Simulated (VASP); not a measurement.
# Hf (P6_3/mmc) in VASP: further runs

Runs on Hf. Level: LDA. Tasks: single point.

Everything below comes from runs of VASP 6.6.1. Logs are shortened: lines on timing, memory, paths and dates and some standing lists are left out, and cuts for length are marked.

### Step 1. The cell of the first run

The structure is hexagonal, space group P6_3/mmc (No. 194). Conventional cell: a = 2.867 Å, b = 2.867 Å, c = 4.682 Å, α = 90.00°, β = 90.00°, γ = 120.00°. Hf (site symmetry -6m2) has 12 Hf at 2.87 Å within 3.8 Å.

### Step 2. Single point, LDA

Input file INCAR:

```
SYSTEM = Hf
  PREC = Accurate
  ENCUT = 520
  EDIFF = 1E-6
  ISMEAR = -1
  SIGMA = 0.08
  LREAL = .FALSE.
  LASPH = .TRUE.
  NELM = 100
  ALGO = Normal
  ISIF = 2
  LWAVE = .FALSE.
  LCHARG = .FALSE.
  GGA = CA
  NBANDS = 17
```

Input file KPOINTS:

```
Automatic mesh
0
G
  15 15 8
  0 0 0
```

Input file POSCAR:

```
Hf
1.0
    2.8669086630      0.0000000000      0.0000000000
   -1.4334543315      2.4828157325      0.0000000000
    0.0000000000      0.0000000000      4.6820312033
Hf
2
Direct
    0.3333333333      0.6666666667      0.2500000000
    0.6666666667      0.3333333333      0.7500000000
```

Potentials or basis: VASP PAW LDA potentials, release 64 (Hf_pv).

Command:

```bash
$ cat potpaw_LDA.64/Hf_pv/POTCAR > POTCAR
$ mpirun -np 1 vasp_std > vasp.out
```

OUTCAR:

```text
SYSTEM = Hf
   PREC = Accurate
   ENCUT = 520
   EDIFF = 1E-6
   ISMEAR = -1
   LREAL = .FALSE.
   LASPH = .TRUE.
   NELM = 100
   ISIF = 2
   GGA = CA

 ion  position               nearest neighbor table
   1  0.333  0.667  0.250-   2 2.87   2 2.87   2 2.87   2 2.87   2 2.87   2 2.87
   2  0.667  0.333  0.750-   1 2.87   1 2.87   1 2.87   1 2.87   1 2.87   1 2.87

  LATTYP: Found a hexagonal cell.
 ALAT       =     2.8669086630
 C/A-ratio  =     1.6331288345

  Lattice vectors:

 A1 = (   2.8669086630,   0.0000000000,   0.0000000000)
 A2 = (  -1.4334543315,   2.4828157325,   0.0000000000)
 A3 = (   0.0000000000,   0.0000000000,   4.6820312033)

Analysis of symmetry for initial positions (statically):
=====================================================================
 Subroutine PRICEL returns:
 Original cell was already a primitive cell.

 Routine SETGRP: Setting up the symmetry group for a
 hexagonal supercell.

 Subroutine GETGRP returns: Found 24 space group operations
 (whereof 12 operations were pure point group operations)
 out of a pool of 24 trial point group operations.

The static configuration has the point symmetry D_3d.
 The point group associated with its full space group is D_6h.

Analysis of symmetry for dynamics (positions and initial velocities):
=====================================================================
 Subroutine PRICEL returns:
 Original cell was already a primitive cell.

 Routine SETGRP: Setting up the symmetry group for a
 hexagonal supercell.

 Subroutine GETGRP returns: Found 24 space group operations
 (whereof 12 operations were pure point group operations)
 out of a pool of 24 trial point group operations.

The dynamic configuration has the point symmetry D_3d.
 The point group associated with its full space group is D_6h.

 Subroutine INISYM returns: Found 24 space group operations
 (whereof 12 operations are pure point group operations),
 and found     1 'primitive' translations

----------------------------------------------------------------------------------------

                                     Primitive cell

  volume of cell :      33.3267

  direct lattice vectors                    reciprocal lattice vectors
     2.866908663  0.000000000  0.000000000     0.348807764  0.201384256  0.000000000
    -1.433454331  2.482815733  0.000000000     0.000000000  0.402768513  0.000000000
     0.000000000  0.000000000  4.682031203     0.000000000  0.000000000  0.213582515

  length of vectors
     2.866908663  2.866908663  4.682031203     0.402768513  0.402768513  0.213582515

  position of ions in fractional coordinates (direct lattice)
     0.333333333  0.666666667  0.250000000
     0.666666667  0.333333333  0.750000000

  ion indices of the primitive-cell ions
   primitive index   ion index
                 1           1
                 2           2

----------------------------------------------------------------------------------------

 KPOINTS: Automatic mesh

Automatic generation of k-mesh.
 Grid dimensions read from file:
 generate k-points for:   15   15    8

 Generating k-lattice:

  Cartesian coordinates                     Fractional coordinates (reciprocal lattice)
     0.023253851  0.013425617  0.000000000     0.066666667  0.000000000  0.000000000
     0.000000000  0.026851234  0.000000000     0.000000000  0.066666667  0.000000000
     0.000000000  0.000000000  0.026697814     0.000000000  0.000000000  0.125000000

  Length of vectors
     0.026851234  0.026851234  0.026697814

  Shift w.r.t. Gamma in fractional coordinates (k-lattice)
     0.000000000  0.000000000  0.000000000

 Subroutine IBZKPT returns following result:
 ===========================================

 Found    135 irreducible k-points:

 Following reciprocal coordinates:
            Coordinates               Weight
  0.000000  0.000000  0.000000      1.000000
  0.066667  0.000000  0.000000      6.000000
  0.133333  0.000000  0.000000      6.000000
  0.200000  0.000000  0.000000      6.000000
  0.266667  0.000000  0.000000      6.000000
  0.333333  0.000000  0.000000      6.000000
[... 16 lines left out ...]
  0.333333  0.200000  0.000000     12.000000
  0.400000  0.200000  0.000000      6.000000
 [... further k-points ...]
   k-points           NKPTS =    135   k-points in BZ     NKDIM =    135   number of bands    NBANDS=     17
   number of dos      NEDOS =    301   number of ions     NIONS =      2
   total plane-waves  NPLWV =  20736
   dimension x,y,z NGX =    24 NGY =   24 NGZ =   36
   dimension x,y,z NGXF=    48 NGYF=   48 NGZF=   72
   ions per type =               2
   NGX,Y,Z   is equivalent  to a cutoff of  13.92, 13.92, 12.78 a.u.
   NGXF,Y,Z  is equivalent  to a cutoff of  27.83, 27.83, 25.57 a.u.
 SYSTEM =  Hf
   PREC   = accura    normal or accurate (medium, high low for compatibility)
   ISTART =      0    job   : 0-new  1-cont  2-samecut
   ICHARG =      2    charge: 1-file 2-atom 10-const
   ISPIN  =      1    spin polarized calculation?
   LNONCOLLINEAR =      F non collinear calculations
   LSORBIT =      F    spin-orbit coupling
   LASPH  =      T    aspherical Exc in radial PAW
   ENCUT  =  520.0 eV  38.22 Ry    6.18 a.u.   5.33  5.33  8.71*2*pi/ulx,y,z
   NELM   =    100;   NELMIN=  2; NELMDL= -5     # of ELM steps
   EDIFF  = 0.1E-05   stopping-criterion for ELM
   LREAL  =      F    real-space projection
   EDIFFG = 0.1E-04   stopping-criterion for IOM
   NSW    =      0    number of steps for IOM
   IBRION =     -1    ionic relax: 0-MD 1-quasi-New 2-CG
   NFREE  =      0    steps in history (QN), initial steepest desc. (CG)
   ISIF   =      2    stress and relaxation
   ISYM   =      2    0-nonsym 1-usesym 2-fastsym
   POTIM  = 0.5000    time-step for ionic-motion
   TEBEG  =    0.0;   TEEND  =   0.0 temperature during run
   PSTRESS=    0.0 pullay stress
   NELECT =      20.0000    total number of electrons
   NUPDOWN=      -1.0000    fix difference up-down
   EMIN   =  10.00;   EMAX   =-10.00  energy-range for DOS
   EFERMI =   0.00;   METHOD = LEGACY
   ISMEAR =    -1;   SIGMA  =   0.08  broadening in eV -4-tet -1-fermi 0-gaus
   EFERMI_NEDOS =   21; number of points for ismear=-14 and -15
   IALGO  =     38    algorithm
   IMIX   =      4    mixing-type and parameters
     AMIX     =   0.40;   BMIX     =  1.00
     AMIX_MAG =   1.60;   BMIX_MAG =  1.00
  volume/ion in A,a.u.               =      16.66       112.45
  Fermi-wavevector in a.u.,A,eV,Ry     =   1.380874  2.609473 25.943753  1.906812
  Thomas-Fermi vector in A             =   2.505710
   LORBIT       =      0    0 simple, 1 ext, 2 COOP (PROOUT), +10 PAW based schemes
   GGA     = CA    functional components
   LHFCALC =     F    Hartree Fock is set to
   AEXX    =    0.0000 exact exchange contribution
   IVDW    =     0    specifies the selected vdW correction
   LEPSILON=     F    determine dielectric tensor
   LRPA    =     F    only Hartree local field effects (RPA)
 non-spin polarized calculation
  energy-cutoff  :      520.00
  volume of cell :       33.33
 maximum number of plane-waves:       917
 NGX is ok and might be reduce to    24
   NGX = 11   NGY = 11   NGZ = 17

 number of electron      19.9999998 magnetization

 Free energy of the ion-electron system (eV)
  ---------------------------------------------------
  ext. energy  EPLUGINS =         0.00000000
  ---------------------------------------------------
  free energy    TOTEN  =       -20.54075149 eV

  energy without entropy =      -20.50877762  energy(sigma->0) =      -20.52476456

 E-fermi :   7.0851     XC(G=0): -12.8815

 val. band max:        7.0783749064   @ k =   0.4000   0.0667   0.0000
 cond. band min:       7.0901670520   @ k =   0.2000   0.0667   0.3750
 fundamental gap:      0.0117921457
 Fermi energy:         7.0850985208

 k-point     1 :       0.0000    0.0000    0.0000
  band No.  band energies     occupation
      1     -23.9977      2.00000
      2     -22.1287      2.00000
      3     -22.1287      2.00000
      4     -21.8978      2.00000
      5     -21.8637      2.00000
      6     -21.8637      2.00000
[... 9 lines left out ...]
     16      10.5957      0.00000
     17      14.1332      0.00000

 k-point     2 :       0.0667    0.0000    0.0000
  band No.  band energies     occupation
      1     -23.9688      2.00000
      2     -22.2046      2.00000
      3     -22.1520      2.00000
      4     -21.9436      2.00000
      5     -21.9085      2.00000
      6     -21.8735      2.00000
[... 9 lines left out ...]
     16      10.3935      0.00000
     17      14.3051      0.00000

 k-point     3 :       0.1333    0.0000    0.0000
  band No.  band energies     occupation
      1     -23.8843      2.00000
      2     -22.4175      2.00000
      3     -22.2157      2.00000
      4     -22.1616      2.00000
      5     -21.9410      2.00000
      6     -21.9027      2.00000
[... 9 lines left out ...]
     16      10.0616      0.00000
     17      14.6896      0.00000

 k-point     4 :       0.2000    0.0000    0.0000
  band No.  band energies     occupation
      1     -23.7514      2.00000
      2     -22.7259      2.00000
      3     -22.4642      2.00000
      4     -22.3052      2.00000
      5     -21.9969      2.00000
      6     -21.9486      2.00000
[... 9 lines left out ...]
     16      10.9282      0.00000
     17      15.0876      0.00000

 k-point     5 :       0.2667    0.0000    0.0000
  band No.  band energies     occupation
      1     -23.5816      2.00000
      2     -23.0715      2.00000
      3     -22.7891      2.00000
      4     -22.4032      2.00000
      5     -22.0773      2.00000
      6     -22.0038      2.00000
[... 9 lines left out ...]
     16      12.0708      0.00000
     17      15.3945      0.00000

 k-point     6 :       0.3333    0.0000    0.0000
  band No.  band energies     occupation
      1     -23.3927      2.00000
      2     -23.3923      2.00000
      3     -23.0819      2.00000
      4     -22.4932      2.00000
      5     -22.1800      2.00000
      6     -22.0581      2.00000
[... 9 lines left out ...]
     16      13.3971      0.00000
     17      15.5894      0.00000

 k-point     7 :       0.4000    0.0000    0.0000
  band No.  band energies     occupation
      1     -23.6359      2.00000
      2     -23.3008      2.00000
      3     -23.2111      2.00000
      4     -22.5614      2.00000
      5     -22.2936      2.00000
      6     -22.1012      2.00000
[... 9 lines left out ...]
     16      14.7455      0.00000
     17      15.6934      0.00000

 k-point     8 :       0.4667    0.0000    0.0000
  band No.  band energies     occupation
      1     -23.7666      2.00000
      2     -23.4174      2.00000
      3     -23.0852      2.00000
      4     -22.5981      2.00000
      5     -22.3821      2.00000
      6     -22.1249      2.00000
[... 9 lines left out ...]
     16      15.8627      0.00000
     17      15.9034      0.00000
[... 203 lines left out ...]
      1     -23.5720      2.00000
      2     -23.2761      2.00000
      3     -23.1495      2.00000
      4     -22.6927      2.00000
      5     -22.3334      2.00000
      6     -22.2789      2.00000
[... 9 lines left out ...]
     16      15.0689      0.00000
     17      16.1213      0.00000

 k-point    20 :       0.4000    0.1333    0.0000
  band No.  band energies     occupation
      1     -23.6880      2.00000
      2     -23.3488      2.00000
      3     -23.0207      2.00000
      4     -22.7580      2.00000
      5     -22.4278      2.00000
      6     -22.3122      2.00000
[... 9 lines left out ...]
     16      15.0765      0.00000
     17      17.1654      0.00000

 k-point    21 :       0.2000    0.2000    0.0000
  band No.  band energies     occupation
      1     -23.3444      2.00000
      2     -23.2353      2.00000
      3     -23.1718      2.00000
      4     -22.5597      2.00000
      5     -22.2805      2.00000
      6     -22.2067      2.00000
[... 9 lines left out ...]
     16      14.6224      0.00000
     17      14.8467      0.00000

 k-point    22 :       0.2667    0.2000    0.0000
  band No.  band energies     occupation
      1     -23.4316      2.00000
      2     -23.2556      2.00000
      3     -23.1654      2.00000
      4     -22.7215      2.00000
      5     -22.4038      2.00000
      6     -22.3210      2.00000
[... 9 lines left out ...]
     16      14.7427      0.00000
     17      16.1003      0.00000

 k-point    23 :       0.3333    0.2000    0.0000
  band No.  band energies     occupation
      1     -23.5644      2.00000
      2     -23.2772      2.00000
      3     -23.0023      2.00000
      4     -22.8674      2.00000
      5     -22.4830      2.00000
      6     -22.4398      2.00000
[... 9 lines left out ...]
     16      14.6691      0.00000
     17      17.0924      0.00000

 k-point    24 :       0.4000    0.2000    0.0000
  band No.  band energies     occupation
      1     -23.6105      2.00000
      2     -23.2739      2.00000
      3     -22.9307      2.00000
      4     -22.9228      2.00000
      5     -22.5102      2.00000
      6     -22.5036      2.00000
[... 9 lines left out ...]
     16      14.6421      0.00000
     17      16.4859      0.00000

 [... further k-points ...]

------------------------ aborting loop because EDIFF is reached ----------------------------------------

  FORCE on cell =-STRESS in cart. coord.  units (eV):
  Direction    XX          YY          ZZ          XY          YZ          ZX
  --------------------------------------------------------------------------------------
  -------------------------------------------------------------------------------------
  Total        8.0469205      8.0469205      8.0510630      0.0000000      0.0000000      0.0000000
  in kB      386.8544896    386.8544896    387.0536426      0.0000000      0.0000000      0.0000000
  external PRESSURE =     386.9208739 kB  Pullay stress =       0.0000000 kB

 VOLUME and BASIS-vectors are now :
 -----------------------------------------------------------------------------
  energy-cutoff  :      520.00
  volume of cell :       33.33
      direct lattice vectors                 reciprocal lattice vectors
     2.866908663  0.000000000  0.000000000     0.348807764  0.201384256  0.000000000
    -1.433454331  2.482815733  0.000000000     0.000000000  0.402768513  0.000000000
     0.000000000  0.000000000  4.682031203     0.000000000  0.000000000  0.213582515

 POSITION                                       TOTAL-FORCE (eV/Angst)
 -----------------------------------------------------------------------------------
     -0.00000      1.65521      1.17051        -0.000000      0.000000      0.000000
      1.43345      0.82761      3.51152         0.000000     -0.000000      0.000000
 -----------------------------------------------------------------------------------
    total drift:                               -0.000000      0.000000     -0.000000

  FREE ENERGIE OF THE ION-ELECTRON SYSTEM (eV)
  ---------------------------------------------------
  free  energy   TOTEN  =       -20.5407514902 eV

  energy  without entropy=      -20.5087776223  energy(sigma->0) =      -20.52476456
```

Run time: 91 s. Hardware: 1 thread of Intel Xeon 8259CL, shared host; peak memory 0.18 GiB.

What came out:

- Free energy: -20.5408 eV
- Pressure: 38.7 GPa
- Band gap on the k mesh: zero (bands 10 and 11 overlap by 1.80 eV)

Caveat: the cell stands under pressure; spin-orbit coupling is left out, which moves the levels of the heavy elements.

### Step 3. Single point, LDA (16.66 Å³/atom)

Input file INCAR:

```
PREC = Accurate
ENCUT = 520
EDIFF = 1E-6
ISMEAR = -1
SIGMA = 0.08
LREAL = False
LASPH = True
NELM = 100
ALGO = Normal
ISIF = 2
LWAVE = False
LCHARG = True
GGA = CA
LELF = True
LVHAR = True
NBANDS = 17
```

Input file KPOINTS:

```
Automatic mesh
0
Gamma
  15 15 8
```

POSCAR is that of step 2.

Potentials or basis: VASP PAW LDA potentials, release 64 (Hf_pv).

Command:

```bash
$ cat potpaw_LDA.64/Hf_pv/POTCAR > POTCAR
$ mpirun -np 1 vasp_std > vasp.out
```

Run time: 74 s. Hardware: 1 thread of Intel Xeon 8259CL, shared host; peak memory 0.18 GiB.

The run converged. Its results:

```
Free energy            : -20.5408 eV
Pressure               : 38.7 GPa
Band gap on the k mesh : zero (bands 10 and 11 overlap by 1.80 eV)
```

Levels at points of the mesh, in eV from the Fermi level:
```csv
k point,band 8,band 9,band 10,band 11,band 12,band 13
"(0.00, 0.00, 0.00)",-4.75,1.09,1.18,1.18,2.05,2.26
"(0.00, 0.00, 0.50)",-5.71,-0.08,-0.08,1.11,1.11,1.11
```

Caveat: the cell stands under pressure; spin-orbit coupling is left out, which moves the levels of the heavy elements.
